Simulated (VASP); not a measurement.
## Fe: single point with LDA

Fe:

```xyz
2
Lattice="2.3470 0.0000 0.0000 -1.1735 2.0326 0.0000 0.0000 0.0000 3.7970" Properties=species:S:1:pos:R:3 pbc="T T T"
Fe    0.0000    1.3550    0.9493
Fe    1.1735    0.6775    2.8478
```

This isn't the form of Fe at room conditions, which is bcc.

- Program: VASP 6.6.1
- Task: single point
- Functional: LDA
- Potentials or basis: VASP PAW LDA potentials, release 64 (Fe)
- Cutoff: 600 eV
- k mesh: 6 × 6 × 4, shifted
- Occupations: methfessel-paxton, width 0.01 eV
- Spin: no spin polarisation
- Dipole correction: no
- Further INCAR settings: ALGO = Normal; EDIFF = 1e-06; NBANDS = 15; ISYM = 0

- Pressure: 19.6 GPa
- Band gap on the k mesh: zero (bands 8 and 9 overlap by 1.74 eV)

Stress tensor (GPa, compression positive):
```
23.54  0.00  0.00
 0.00 23.54  0.00
 0.00  0.00 11.67
```

Levels at points of the mesh, in eV from the Fermi level:
```tsv
k point	band 5	band 6	band 7	band 8	band 9	band 10	band 11	band 12
(0.08, 0.08, 0.12)	-1.81	-1.65	-1.51	-1.17	-0.85	-0.74	0.94	3.24
```

It took 67 s on 1 thread of AMD EPYC 7R43 64-Core Processor (Zen 3), on a shared host, peak memory 0.13 GiB.

Caveat: the k points lie up to 0.52 Å⁻¹ apart, too coarse for converged energies and pressures of a metal; the run has no spin polarisation, though such a crystal can be magnetic. Spin polarisation is off, so any magnetic state and its effect on volume and gap are missing.
